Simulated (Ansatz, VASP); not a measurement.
# Al2Ga3P5: VASP beside Ansatz

```xyz
10
Lattice="-1.9485 1.9485 13.7415 1.9485 -1.9485 13.7415 1.9485 1.9485 -13.7415" Properties=species:S:1:pos:R:3 pbc="T T T"
Al    0.0000    0.0000   21.9869
Al    0.0000    0.0000    5.4962
Ga    0.0000    0.0000   16.4891
Ga    0.0000    0.0000    0.0000
Ga    0.0000    0.0000   10.9940
P     0.0000    1.9485   12.3680
P     1.9485    0.0000    9.6134
P     0.0000    1.9485    6.8708
P     1.9485    0.0000    4.1281
P     0.0000    1.9485    1.3735
```

Alike in both runs: functional PBE; k mesh 6 × 6 × 6; occupations gaussian, width 0.1 eV; no spin polarisation.

Ansatz relaxed the structure, and its values are those at the end. VASP's run is a single point on that final structure, the one shown.

```csv
,VASP,Ansatz
version,VASP 6.6.1,Ansatz 0.2.0
potentials or method,"VASP PAW PBE potentials, release 64 (Al, Ga_d, P), cutoff 500 eV","scalar-relativistic, plane waves, PAW"
valence electrons in the cell,70,70
```

|  | VASP | Ansatz | Ansatz less VASP |
| --- | --- | --- | --- |
| gap on the k mesh at the Fermi level (eV) | 1.57 | 1.57 | +0.001 |
| least direct gap on the mesh (eV) | 1.57 | 1.57 | +0.001 |
| pressure (GPa) | 0.0 | 0.0 | +0.05 |
